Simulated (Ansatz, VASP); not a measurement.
One calculation of TePb, two programs

The input INCAR:

```
PREC = Accurate
ENCUT = 600
EDIFF = 1E-7
ISMEAR = -1
SIGMA = 0.05
LREAL = False
LASPH = True
NELM = 80
ALGO = Normal
ISIF = 3
LWAVE = False
LCHARG = False
GGA = B5
ALDAX = 1.0
AGGAX = 1.0
AGGAC = 1.0
ALDAC = 0.0
IVDW = 13
VDW_S6 = 1.0
VDW_S8 = 2.34076671
VDW_A1 = 0.44488865
VDW_A2 = 4.0933009
IBRION = 2
NSW = 80
EDIFFG = -0.005
```

KPOINTS

```
Automatic mesh
0
Gamma
  7 7 7
```

Contents of POSCAR:

```
TePb
1.0
    0.0000000000      3.2310000000      3.2310000000
    3.2310000000      0.0000000000      3.2310000000
    3.2310000000      3.2310000000      0.0000000000
Pb Te
1 1
Direct
    0.0000000000      0.0000000000      0.0000000000
    0.5000000000      0.5000000000      0.5000000000
```

The input input.yaml:

```yaml
crystal:
  lattice:
    - [0.0, 3.231, 3.231]
    - [3.231, 0.0, 3.231]
    - [3.231, 3.231, 0.0]
  atoms:
    - { symbol: Pb, position: [0.0, 0.0, 0.0] }
    - { symbol: Te, position: [0.5, 0.5, 0.5] }
kpoints:
  mp_grid: { grid: [7, 7, 7] }
scf:
  occupations: { method: fermi_dirac, width: 0.05 }
hamiltonian:
  xc: blyp
  dispersion: d4
  pseudopotentials: { kind: all_electron, lapw: { basis_error: 0.001 } }
output:
  forces: true
  stress: true
relax:
  f_tol: 0.005
  max_steps: 60
  cell: {}
```

Alike in both runs: task relaxation of cell and atoms; functional BLYP; dispersion D4; k mesh 7 × 7 × 7; occupations fermi-dirac, width 0.05 eV; no spin polarisation.

|  | VASP | Ansatz |
| --- | --- | --- |
| version | VASP 6.6.1 | Ansatz 0.2.0 |
| potentials or method | VASP PAW PBE potentials, release 64 (Pb_d, Te), cutoff 600 eV | all-electron LAPW, scalar-relativistic |

VASP gave:

```
relaxed volume (Å³/atom)                                     : 37.12
relaxed cell length with the largest relative difference (Å) : 4.717
```

Which values does Ansatz return?

Relaxed volume (Å³/atom): 37.10; relaxed cell length with the largest relative difference (Å): 4.717.

VASP's potentials were made for PBE, not for BLYP. Ansatz ran all-electron here, and VASP with PAW potentials.

Neither program's run includes spin-orbit coupling.
